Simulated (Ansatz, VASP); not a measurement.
# Li6I2NCl: VASP beside Ansatz

INCAR

```
ALGO = Normal
EDIFF = 1E-6
ENCUT = 520
GGA = PE
ISIF = 2
ISMEAR = -5
LASPH = True
LCHARG = False
LREAL = False
LWAVE = False
NBANDS = 33
NELM = 80
PREC = Accurate
SIGMA = 0.1
```

File KPOINTS:

```
k-points
0
Gamma
  4 4 4
```

Contents of POSCAR:

```
Li6I2NCl
1.0
    0.0000000000      4.5610290000      4.5610290000
    4.5610290000      0.0000000000      4.5610290000
    4.5610290000      4.5610290000      0.0000000000
Cl I N Li
1 2 1 6
Direct
    0.0000000000      0.0000000000      0.0000000000
    0.7500000000      0.7500000000      0.7500000000
    0.2500000000      0.2500000000      0.2500000000
    0.5000000000      0.5000000000      0.5000000000
    0.6834000000      0.3166000000      0.6834000000
    0.6834000000      0.3166000000      0.3166000000
    0.3166000000      0.6834000000      0.3166000000
    0.3166000000      0.6834000000      0.6834000000
    0.6834000000      0.6834000000      0.3166000000
    0.3166000000      0.3166000000      0.6834000000
```

Input for Ansatz:

```yaml
crystal:
  lattice:
    - [0.0, 4.561029, 4.561029]
    - [4.561029, 0.0, 4.561029]
    - [4.561029, 4.561029, 0.0]
  atoms:
    - { symbol: Cl, position: [0.0, 0.0, 0.0] }
    - { symbol: I, position: [0.75, 0.75, 0.75] }
    - { symbol: I, position: [0.25, 0.25, 0.25] }
    - { symbol: "N", position: [0.5, 0.5, 0.5] }
    - { symbol: Li, position: [0.6834, 0.3166, 0.6834] }
    - { symbol: Li, position: [0.6834, 0.3166, 0.3166] }
    - { symbol: Li, position: [0.3166, 0.6834, 0.3166] }
    - { symbol: Li, position: [0.3166, 0.6834, 0.6834] }
    - { symbol: Li, position: [0.6834, 0.6834, 0.3166] }
    - { symbol: Li, position: [0.3166, 0.3166, 0.6834] }
  symmetry: { tolerance: 0.0003 }
kpoints:
  mp_grid: { grid: [4, 4, 4], shift: [0, 0, 0] }
magnetization:
  spin_polarized: false
scf:
  occupations: { method: tetrahedron }
hamiltonian:
  pseudopotentials: { kind: paw }
  xc: pbe
basis:
  ecutwfc: "33.1 Ry"
output:
  forces: true
  stress: true
  eigenvalues: true
```

Alike in both runs: task single point; functional PBE; k mesh 4 × 4 × 4; occupations tetrahedron; no spin polarisation.

|  | VASP | Ansatz |
| --- | --- | --- |
| version | VASP 6.6.1 | Ansatz 0.2.0 |
| potentials or method | VASP PAW PBE potentials, release 64 (Cl, I, N, Li_sv), cutoff 520 eV | PAW plane waves |
| valence electrons in the cell | 44 | 64 |

|  | VASP | Ansatz | Ansatz less VASP |
| --- | --- | --- | --- |
| gap on the k mesh at the Fermi level (eV) | 3.28 | 3.27 | -0.010 |
| rms of the force components (eV/Å) | 1.483 | 1.419 | -0.0638 |

Atom by atom the forces differ by 0.064 eV/Å (rms over components). VASP's potentials hold 44 valence electrons a cell and Ansatz's 64, so a difference there can come from the potentials and not from the codes. Ansatz's warnings: band table not solved further, tetrahedron derivatives may miss energy slope.

Neither program's run includes spin-orbit coupling. Noted on VASP's run: the cutoff is short for stress, so the pressure is rough.
